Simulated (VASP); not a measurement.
Set up this calculation in VASP 6.6.1, as the native input.

```
Task                   : single point
Functional             : PBE
Potentials or basis    : VASP PAW PBE potentials, release 64 (Be, Zn, Se)
Cutoff                 : 520 eV
k mesh                 : 8 × 8 × 2
Occupations            : gaussian, width 0.02 eV
Spin                   : no spin polarisation
Dipole correction      : no
Further INCAR settings : ALGO = Normal; EDIFF = 1e-06; NBANDS = 61
```

The structure of BeZn5Se6 lies in POSCAR:

```
BeZn5Se6
1.0
    3.9774399000      0.0000000000      0.0000000000
    0.0000000000      3.9774399000      0.0000000000
    0.0000000000      0.0000000000     17.0262316000
Be Zn Se
1 5 6
Direct
    0.5000000000      0.5000000000      0.5000000000
    0.0000000000      0.0000000000      0.6562410000
    0.5000000000      0.5000000000      0.8280950000
    0.0000000000      0.0000000000      0.0000000000
    0.5000000000      0.5000000000      0.1719050000
    0.0000000000      0.0000000000      0.3437590000
    0.5000000000      0.0000000000      0.7421470000
    0.0000000000      0.5000000000      0.9140430000
    0.5000000000      0.0000000000      0.0859570000
    0.0000000000      0.5000000000      0.2578530000
    0.5000000000      0.0000000000      0.4304250000
    0.0000000000      0.5000000000      0.5695750000
```

The input as run:

INCAR

```
  PREC = Accurate
  ENCUT = 520
  EDIFF = 1E-6
  ISMEAR = 0
  SIGMA = 0.02
  LREAL = F
  LASPH = T
  NELM = 80
  ALGO = Normal
  ISIF = 2
  LWAVE = F
  LCHARG = F
  GGA = PE
  NBANDS = 61
```

KPOINTS

```
Automatic mesh
0
Gamma
  8 8 2
```

Potentials or basis: VASP PAW PBE potentials, release 64 (Be, Zn, Se).

The run is started by

```bash
$ cat potpaw_PBE.64/Be/POTCAR potpaw_PBE.64/Zn/POTCAR potpaw_PBE.64/Se/POTCAR > POTCAR
$ mpirun -np 1 vasp_std > vasp.out
```

Results of the run:

- Pressure: 0.2 GPa
- Largest force: 0.006 eV/Å
- Band gap on the k mesh: 1.45 eV

Run time: 23 min on 1 thread of Intel Xeon 8259CL (shared host), peak memory 0.56 GiB.
